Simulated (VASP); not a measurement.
# KF (Fm-3m) in VASP: notebook

The runs below take KF through density of states, vibrations by perturbation theory, elastic constants, with PBE.

Program: VASP 6.6.1. These are calculated values, not measurements. Logs are shortened: lines on timing, memory, paths and dates and some standing lists are left out, and cuts for length are marked.

### 1 The cell of the first run

It takes space group Fm-3m (No. 225, cubic). Conventional cell: a = 5.421 Å, b = 5.421 Å, c = 5.421 Å, α = 90.00°, β = 90.00°, γ = 90.00°. Within 3.6 Å of K (site symmetry m-3m) lie 6 F at 2.71 Å. F (site symmetry m-3m) has 6 K at 2.71 Å within 3.6 Å.

### 2 Density of states, PBE

File POSCAR:

```
KF
1.0
    0.0000000000      2.7103695839      2.7103695839
    2.7103695839      0.0000000000      2.7103695839
    2.7103695839      2.7103695839      0.0000000000
K F
1 1
Direct
    0.5000000000      0.5000000000      0.5000000000
    0.0000000000      0.0000000000      0.0000000000
```

File INCAR.step1:

```
SYSTEM = KF
PREC = Accurate ; ENCUT = 520
EDIFF = 1E-6 ; ISMEAR = 0
SIGMA = 0.02 ; LREAL = .False.
LASPH = .True. ; NELM = 100
ALGO = Normal ; ISIF = 2
LWAVE = .False. ; LCHARG = .True.
GGA = PE ; NBANDS = 15
```

File KPOINTS.step1:

```
Automatic mesh
0
Gamma
  8 8 8
  0 0 0
```

File INCAR.step2:

```
SYSTEM = KF
PREC = Accurate ; ENCUT = 520
EDIFF = 1E-6 ; ISMEAR = -5
SIGMA = 0.02 ; LREAL = .False.
LASPH = .True. ; NELM = 100
ALGO = Normal ; ISIF = 2
LWAVE = .False. ; LCHARG = .False.
GGA = PE ; LORBIT = 11
NBANDS = 15 ; NEDOS = 1001
ICHARG = 11
```

File KPOINTS.step2:

```
Automatic mesh
0
Gamma
  12 12 12
  0 0 0
```

Potentials or basis: VASP PAW PBE potentials, release 64 (K_sv, F).

The run is started by

```console
> cat potpaw_PBE.64/K_sv/POTCAR potpaw_PBE.64/F/POTCAR > POTCAR
> cp INCAR.step1 INCAR
> cp KPOINTS.step1 KPOINTS
> mpirun -np 1 vasp_std > vasp.out
> cp INCAR.step2 INCAR
> cp KPOINTS.step2 KPOINTS
> mpirun -np 1 vasp_std > vasp.out
```

OUTCAR:

```text
SYSTEM = KF
   PREC = Accurate
   ENCUT = 520
   EDIFF = 1E-6
   ISMEAR = -5
   LREAL = .False.
   LASPH = .True.
   NELM = 100
   ISIF = 2
   GGA = PE
   LORBIT = 11
   ICHARG = 11

 ion  position               nearest neighbor table
   1  0.500  0.500  0.500-   2 2.71   2 2.71   2 2.71   2 2.71   2 2.71   2 2.71
   2  0.000  0.000  0.000-   1 2.71   1 2.71   1 2.71   1 2.71   1 2.71   1 2.71

  LATTYP: Found a face centered cubic cell.
 ALAT       =     5.4207391678

  Lattice vectors:

 A1 = (   0.0000000000,   2.7103695839,   2.7103695839)
 A2 = (   2.7103695839,   0.0000000000,   2.7103695839)
 A3 = (   2.7103695839,   2.7103695839,   0.0000000000)

Analysis of symmetry for initial positions (statically):
=====================================================================
 Subroutine PRICEL returns:
 Original cell was already a primitive cell.

 Routine SETGRP: Setting up the symmetry group for a
 face centered cubic supercell.

 Subroutine GETGRP returns: Found 48 space group operations
 (whereof 48 operations were pure point group operations)
 out of a pool of 48 trial point group operations.

The static configuration has the point symmetry O_h .

Analysis of symmetry for dynamics (positions and initial velocities):
=====================================================================
 Subroutine PRICEL returns:
 Original cell was already a primitive cell.

 Routine SETGRP: Setting up the symmetry group for a
 face centered cubic supercell.

 Subroutine GETGRP returns: Found 48 space group operations
 (whereof 48 operations were pure point group operations)
 out of a pool of 48 trial point group operations.

The dynamic configuration has the point symmetry O_h .

 Subroutine INISYM returns: Found 48 space group operations
 (whereof 48 operations are pure point group operations),
 and found     1 'primitive' translations

----------------------------------------------------------------------------------------

                                     Primitive cell

  volume of cell :      39.8213

  direct lattice vectors                    reciprocal lattice vectors
     0.000000000  2.710369584  2.710369584    -0.184476686  0.184476686  0.184476686
     2.710369584  0.000000000  2.710369584     0.184476686 -0.184476686  0.184476686
     2.710369584  2.710369584  0.000000000     0.184476686  0.184476686 -0.184476686

  length of vectors
     3.833041425  3.833041425  3.833041425     0.319522994  0.319522994  0.319522994

  position of ions in fractional coordinates (direct lattice)
     0.500000000  0.500000000  0.500000000
[... 94 lines left out ...]
   EFERMI =   0.00;   METHOD = LEGACY
   ISMEAR =    -5;   SIGMA  =   0.02  broadening in eV -4-tet -1-fermi 0-gaus
   EFERMI_NEDOS =   21; number of points for ismear=-14 and -15
   IALGO  =     38    algorithm
   IMIX   =      4    mixing-type and parameters
     AMIX     =   0.40;   BMIX     =  1.00
     AMIX_MAG =   1.60;   BMIX_MAG =  1.00
  volume/ion in A,a.u.               =      19.91       134.36
  Fermi-wavevector in a.u.,A,eV,Ry     =   1.208026  2.282838 19.855349  1.459327
  Thomas-Fermi vector in A             =   2.343646
   LORBIT       =     11    0 simple, 1 ext, 2 COOP (PROOUT), +10 PAW based schemes
   GGA     = PE    functional components
   LHFCALC =     F    Hartree Fock is set to
   AEXX    =    0.0000 exact exchange contribution
   IVDW    =     0    specifies the selected vdW correction
   LEPSILON=     F    determine dielectric tensor
   LRPA    =     F    only Hartree local field effects (RPA)
 non-spin polarized calculation
 Fermi weights with tetrahedron method with Bloechl corrections
  energy-cutoff  :      520.00
  volume of cell :       39.82
 maximum number of plane-waves:      1090
 NGX is ok and might be reduce to    30

 number of electron      15.9999992 magnetization

 Free energy of the ion-electron system (eV)
  ---------------------------------------------------
  ext. energy  EPLUGINS =         0.00000000
  ---------------------------------------------------
  free energy    TOTEN  =        -8.29930457 eV

  energy without entropy =       -8.29930457  energy(sigma->0) =       -8.29930457

 E-fermi :  -2.8941     XC(G=0):  -8.2110

 val. band max:       -2.9148188506   @ k =   0.0000   0.0000   0.0000
 cond. band min:       3.0314630182   @ k =   0.0000   0.0000   0.0000
 fundamental gap:      5.9462818688
 Fermi energy:        -2.8940940765

 k-point     1 :       0.0000    0.0000    0.0000
  band No.  band energies     occupation
      1     -29.1744      2.00000
      2     -21.5485      2.00000
      3     -12.4539      2.00000
      4     -12.4539      2.00000
      5     -12.4539      2.00000
      6      -2.9148      2.00000
      7      -2.9148      2.00000
      8      -2.9148      2.00000
      9       3.0315      0.00000
     10       7.6429      0.00000
     11       7.6429      0.00000
     12       7.6429      0.00000
     13       9.2583      0.00000
     14       9.2583      0.00000
[... 401 lines left out ...]
      2     -21.6036      2.00000
      3     -12.7228      2.00000
      4     -12.5851      2.00000
      5     -12.5099      2.00000
      6      -3.5309      2.00000
      7      -3.2055      2.00000
      8      -3.1685      2.00000
      9       6.1677      0.00000
     10       7.1157      0.00000
     11       8.6856      0.00000
     12       9.2835      0.00000
     13      10.8147      0.00000
     14      11.4948      0.00000
     15      12.2476      0.00000

 [... further k-points ...]
[... 5 lines left out ...]
  --------------------------------------------------------------------------------------
  -------------------------------------------------------------------------------------
  Total        0.0037111      0.0037111      0.0037111      0.0000000      0.0000000      0.0000000
  in kB        0.1493144      0.1493144      0.1493144      0.0000000      0.0000000      0.0000000
  external PRESSURE =       0.1493144 kB  Pullay stress =       0.0000000 kB

 VOLUME and BASIS-vectors are now :
 -----------------------------------------------------------------------------
  energy-cutoff  :      520.00
  volume of cell :       39.82
      direct lattice vectors                 reciprocal lattice vectors
     0.000000000  2.710369584  2.710369584    -0.184476686  0.184476686  0.184476686
     2.710369584  0.000000000  2.710369584     0.184476686 -0.184476686  0.184476686
     2.710369584  2.710369584  0.000000000     0.184476686  0.184476686 -0.184476686

 POSITION                                       TOTAL-FORCE (eV/Angst)
 -----------------------------------------------------------------------------------
      2.71037      2.71037      2.71037         0.000000     -0.000000     -0.000000
      0.00000      0.00000      0.00000        -0.000000      0.000000      0.000000
 -----------------------------------------------------------------------------------
    total drift:                               -0.000000     -0.000000      0.000000

  FREE ENERGIE OF THE ION-ELECTRON SYSTEM (eV)
  ---------------------------------------------------
  free  energy   TOTEN  =        -8.2993045707 eV

  energy  without entropy=       -8.2993045707  energy(sigma->0) =       -8.29930457

 total charge

# of ion       s       p       d       tot
------------------------------------------
    1        1.957   5.590   0.030   7.576
    2        1.730   4.347   0.000   6.077
--------------------------------------------------
tot          3.687   9.936   0.030  13.653
```

It took 28 s on 1 thread of AMD EPYC 9R45 (Zen 5), shared host; peak memory 0.15 GiB.

What came out:

```yaml
Valence_electrons_inside_the_program's_atomic_spheres: K 7.58; F 6.08
```

### 3 Vibrations by perturbation theory, PBE

File INCAR:

```
SYSTEM = KF
PREC = Accurate
ENCUT = 520
EDIFF = 1E-8
ISMEAR = 0
SIGMA = 0.01
LREAL = .FALSE.
LASPH = .TRUE.
NELM = 80
ALGO = Normal
ISIF = 2
LWAVE = .FALSE.
LCHARG = .FALSE.
GGA = PE
IBRION = 8
NSW = 1
LEPSILON = .TRUE.
```

File KPOINTS:

```
regular mesh
0
G
  8 8 8
  0 0 0
```

POSCAR is that of step 2.

Potentials or basis: VASP PAW PBE potentials, release 64 (K_sv, F).

The run is started by

```console
> cat potpaw_PBE.64/K_sv/POTCAR potpaw_PBE.64/F/POTCAR > POTCAR
> mpirun -np 1 vasp_std > vasp.out
```

OUTCAR:

```text
SYSTEM = KF
   PREC = Accurate
   ENCUT = 520
   EDIFF = 1E-8
   ISMEAR = 0
   LREAL = .FALSE.
   LASPH = .TRUE.
   NELM = 80
   ISIF = 2
   GGA = PE
   IBRION = 8
   NSW = 1
   LEPSILON = .TRUE.

 ion  position               nearest neighbor table
   1  0.500  0.500  0.500-   2 2.71   2 2.71   2 2.71   2 2.71   2 2.71   2 2.71
   2  0.000  0.000  0.000-   1 2.71   1 2.71   1 2.71   1 2.71   1 2.71   1 2.71

  LATTYP: Found a face centered cubic cell.
 ALAT       =     5.4207391678

  Lattice vectors:

 A1 = (   0.0000000000,   2.7103695839,   2.7103695839)
 A2 = (   2.7103695839,   0.0000000000,   2.7103695839)
 A3 = (   2.7103695839,   2.7103695839,   0.0000000000)

Analysis of symmetry for initial positions (statically):
=====================================================================
 Subroutine PRICEL returns:
 Original cell was already a primitive cell.
[... 661 lines left out ...]

 SECOND DERIVATIVES (NOT SYMMETRIZED)
 ------------------------------------
               1X          1Y          1Z          2X          2Y          2Z
  1X    -1.330384    0.000000    0.000000    1.330384    0.000000    0.000000
  1Y     0.000000   -1.330384    0.000000    0.000000    1.330384    0.000000
  1Z     0.000000    0.000000   -1.330384    0.000000    0.000000    1.330384
  2X     1.296781    0.000000    0.000000   -1.296781    0.000000    0.000000
  2Y     0.000000    1.296781    0.000000    0.000000   -1.296781    0.000000
  2Z     0.000000    0.000000    1.296781    0.000000    0.000000   -1.296781

 Eigenvectors and eigenvalues of the dynamical matrix
 ----------------------------------------------------

   1 f  =    4.999955 THz    31.415642 2PiTHz  166.780535 cm-1    20.678142 meV
             X         Y         Z           dx          dy          dz
      2.710370  2.710370  2.710370     0.060564    0.200739    0.537320
      0.000000  0.000000  0.000000    -0.085777   -0.284307   -0.761009
[... 21 lines left out ...]
   6 f/i=    0.030134 THz     0.189336 2PiTHz    1.005154 cm-1     0.124623 meV
             X         Y         Z           dx          dy          dz
      2.710370  2.710370  2.710370     0.230863    0.530012    0.577158
      0.000000  0.000000  0.000000     0.163004    0.374222    0.407510

--------------------------------------------------------------------------------------------------------

 MACROSCOPIC STATIC DIELECTRIC TENSOR IONIC CONTRIBUTION
 ------------------------------------------------------
           4.436525    -0.000000     0.000000
          -0.000000     4.436525    -0.000000
           0.000000    -0.000000     4.436525
 ------------------------------------------------------

 ELASTIC MODULI CONTR FROM IONIC RELAXATION (kBar)
 Direction    XX          YY          ZZ          XY          YZ          ZX
 --------------------------------------------------------------------------------
 XX           0.0000      0.0000      0.0000      0.0000      0.0000      0.0000
 YY           0.0000      0.0000      0.0000      0.0000      0.0000      0.0000
 ZZ           0.0000      0.0000      0.0000      0.0000      0.0000      0.0000
 XY           0.0000      0.0000      0.0000      0.0000      0.0000      0.0000
 YZ           0.0000      0.0000      0.0000      0.0000      0.0000      0.0000
 ZX           0.0000      0.0000      0.0000      0.0000      0.0000      0.0000
 --------------------------------------------------------------------------------

 PIEZOELECTRIC TENSOR IONIC CONTR  for field in x, y, z        (C/m^2)
          XX          YY          ZZ          XY          YZ          ZX
  --------------------------------------------------------------------------------
  x     0.00000     0.00000     0.00000     0.00000     0.00000     0.00000
  y     0.00000     0.00000     0.00000     0.00000     0.00000     0.00000
  z     0.00000     0.00000     0.00000     0.00000     0.00000     0.00000
```

OSZICAR:

```text
N       E                     dE             d eps       ncg     rms          rms(c)
DAV:   1     0.977892758799E+02    0.97789E+02   -0.77690E+03   696   0.122E+03
DAV:   2    -0.483374727144E+01   -0.10262E+03   -0.95100E+02   892   0.309E+02
DAV:   3    -0.943576459478E+01   -0.46020E+01   -0.45832E+01  1104   0.590E+01
DAV:   4    -0.957468837362E+01   -0.13892E+00   -0.13887E+00   956   0.585E+00
[... 221 lines left out ...]
RMM:  10    -0.536037653206E+00   -0.25042E-07   -0.28171E-08  3163   0.522E-04    0.146E-05
RMM:  11    -0.536037567252E+00    0.85955E-07   -0.62394E-08  3359   0.260E-04    0.914E-06
RMM:  12    -0.536037691355E+00   -0.12410E-06   -0.20312E-08  3199   0.155E-04    0.719E-06
RMM:  13    -0.536037624269E+00    0.67086E-07   -0.27278E-08  3272   0.114E-04    0.252E-06
RMM:  14    -0.536037614345E+00    0.99242E-08    0.32196E-09  3196   0.969E-05    0.269E-06
 Linear response finished
```

stdout:

```text
POSCAR found type information on POSCAR K F
 POSCAR found :  2 types and       2 ions
 scaLAPACK will be used
 LDA part: xc-table for (Slater+PW92), standard interpolation
 POSCAR, INCAR and KPOINTS ok, starting setup
 FFT: planning ... GRIDC
 FFT: planning ... GRID_SOFT
 FFT: planning ... GRID
 WAVECAR not read
 entering main loop
[... 23 lines left out ...]
  Direction:   3
 dielectric tensor                  component  3 :    -0.005     0.011     1.955
 Linear response DOF=           2
 Linear response progress:
 first order change of Fermi-energy   0.20963E-03
 force on displaced ion       1 direction 1 :  -1.330   0.000   0.000
 Born effective charge ion    1 direction 1 :   1.132   0.000   0.000
 Linear response progress:
 first order change of Fermi-energy  -0.95911E-04
 force on displaced ion       2 direction 1 :  -1.297   0.000   0.000
 Born effective charge ion    2 direction 1 :  -1.133   0.000   0.000
 Born effective charges drift removed
 Linear response finished
```

Run time: 4.7 min. Hardware: 1 thread of AMD EPYC 9R45 (Zen 5), shared host; peak memory 0.21 GiB.

What came out:

| Property | Result |
| --- | --- |
| Electronic dielectric tensor (diagonal) | 1.96 |
| Born charges (mean of the diagonal) | K +1.13; F -1.13 e |
| Highest phonon frequency at Γ, LO-TO splitting left out | 167 cm⁻¹ |

Phonon frequencies in cm⁻¹ (negative: imaginary):
```tsv
q point	frequencies
(0.000, 0.000, 0.000)	-1 -1 -1 167 167 167
```

Electronic dielectric tensor:
```
1.96 0.00 0.00
0.00 1.96 0.00
0.00 0.00 1.96
```

Born effective charge tensors (e):
atom 1, K
```
1.13 0.00 0.00
0.00 1.13 0.00
0.00 0.00 1.13
```
atom 2, F
```
-1.13  0.00  0.00
 0.00 -1.13  0.00
 0.00  0.00 -1.13
```

### 4 Elastic constants, PBE

File INCAR:

```
SYSTEM = KF
PREC     = Accurate       ! precision mode
ENCUT    = 600            ! plane-wave cutoff, eV
EDIFF    = 1E-8           ! SCF threshold, eV
ISMEAR   = 0              ! smearing method
SIGMA    = 0.01           ! smearing width, eV
LREAL    = .FALSE.        ! projectors in reciprocal space
LASPH    = .TRUE.         ! aspherical terms in the spheres
NELM     = 80             ! most SCF steps
ALGO     = Normal         ! electronic algorithm
ISIF     = 3              ! what is computed and relaxed
LWAVE    = .FALSE.        ! write WAVECAR
LCHARG   = .TRUE.         ! write CHGCAR
GGA      = PE             ! functional
NBANDS   = 15             ! bands
IBRION   = 6              ! ionic algorithm
NFREE    = 2            
POTIM    = 0.015          ! step
NSW      = 1              ! ionic steps
```

File KPOINTS:

```
Automatic mesh
0
G
  8 8 8
  0 0 0
```

POSCAR is that of step 3.

Potentials or basis: VASP PAW PBE potentials, release 64 (K_sv, F).

The run is started by

```console
> cat potpaw_PBE.64/K_sv/POTCAR potpaw_PBE.64/F/POTCAR > POTCAR
> mpirun -np 1 vasp_std > vasp.out
```

OUTCAR:

```text
SYSTEM = KF
   PREC = Accurate
   ENCUT = 600
   EDIFF = 1E-8
   ISMEAR = 0
   LREAL = .FALSE.
   LASPH = .TRUE.
   NELM = 80
   ISIF = 3
   GGA = PE
   IBRION = 6
   NFREE = 2
   POTIM = 0.015
   NSW = 1

 ion  position               nearest neighbor table
   1  0.500  0.500  0.500-   2 2.71   2 2.71   2 2.71   2 2.71   2 2.71   2 2.71
[... 883 lines left out ...]
      2.710370  2.710370  2.710370     0.000000    0.000000   -0.573413
      0.000000  0.000000  0.000000     0.000000    0.000000    0.819266
[... 21 lines left out ...]
   6 f/i=    0.009589 THz     0.060251 2PiTHz    0.319864 cm-1     0.039658 meV
             X         Y         Z           dx          dy          dz
      2.710370  2.710370  2.710370     0.381994   -0.704954   -0.168281
      0.000000  0.000000  0.000000     0.267361   -0.493404   -0.117782

--------------------------------------------------------------------------------------------------------

 ELASTIC MODULI CONTR FROM IONIC RELAXATION (kBar)
 Direction    XX          YY          ZZ          XY          YZ          ZX
 --------------------------------------------------------------------------------
 XX           0.0000      0.0000      0.0000      0.0000      0.0000      0.0000
 YY           0.0000      0.0000      0.0000      0.0000      0.0000      0.0000
 ZZ           0.0000      0.0000      0.0000      0.0000      0.0000      0.0000
 XY           0.0000      0.0000      0.0000      0.0000      0.0000      0.0000
 YZ           0.0000      0.0000      0.0000      0.0000      0.0000      0.0000
 ZX           0.0000      0.0000      0.0000      0.0000      0.0000      0.0000
 --------------------------------------------------------------------------------

 TOTAL ELASTIC MODULI (kBar)
 Direction    XX          YY          ZZ          XY          YZ          ZX
 --------------------------------------------------------------------------------
 XX         600.2066    136.1368    136.1368      0.0000     -0.0000     -0.0000
 YY         136.1368    600.2066    136.1368     -0.0000     -0.0000      0.0000
 ZZ         136.1368    136.1368    600.2066     -0.0000      0.0000     -0.0000
 XY           0.0000     -0.0000     -0.0000    133.0578      0.0000     -0.0000
 YZ          -0.0000     -0.0000      0.0000      0.0000    133.0578      0.0000
 ZX          -0.0000      0.0000     -0.0000     -0.0000      0.0000    133.0578
 --------------------------------------------------------------------------------
```

OSZICAR:

```text
N       E                     dE             d eps       ncg     rms          rms(c)
DAV:   1     0.104281485084E+03    0.10428E+03   -0.79758E+03   870   0.109E+03
[... 209 lines left out ...]
DAV:   3    -0.830107953939E+01    0.25569E-03   -0.37093E-04  2191   0.161E-01    0.545E-02
DAV:   4    -0.830096649296E+01    0.11305E-03   -0.33588E-04  2043   0.173E-01    0.130E-02
DAV:   5    -0.830097657882E+01   -0.10086E-04   -0.70592E-05  1917   0.520E-02    0.117E-02
DAV:   6    -0.830097698818E+01   -0.40936E-06   -0.34624E-06  2071   0.200E-02    0.512E-03
DAV:   7    -0.830097667390E+01    0.31428E-06   -0.17875E-06  2183   0.103E-02    0.125E-03
DAV:   8    -0.830097665753E+01    0.16372E-07   -0.33357E-08  2099   0.195E-03    0.447E-04
DAV:   9    -0.830097665869E+01   -0.11662E-08   -0.52895E-09  1593   0.681E-04
  17 F= -.83009767E+01 E0= -.83009767E+01  d E =-.236543E-36
```

Wall time 6 min (1 thread of AMD EPYC 9R45 (Zen 5), shared host); peak memory 0.29 GiB.

What came out:

```
Elastic constants C11, C12, C44                         : 60, 14, 13 GPa
Voigt bulk modulus                                      : 29 GPa
Highest phonon frequency at Γ, LO-TO splitting left out : 168 cm⁻¹
```

Phonon frequencies in cm⁻¹ (negative: imaginary):
| q point | frequencies |
| --- | --- |
| (0.000, 0.000, 0.000) | 0 0 0 168 168 168 |

Elastic tensor in Voigt notation (GPa, in the Cartesian axes of the cell as first typed):
```
60 14 14  0  0  0
14 60 14  0  0  0
14 14 60  0  0  0
 0  0  0 13  0  0
 0  0  0  0 13  0
 0  0  0  0  0 13
```

Clamped-ion elastic tensor (GPa):
```
60 14 14  0  0  0
14 60 14  0  0  0
14 14 60  0  0  0
 0  0  0 13  0  0
 0  0  0  0 13  0
 0  0  0  0  0 13
```
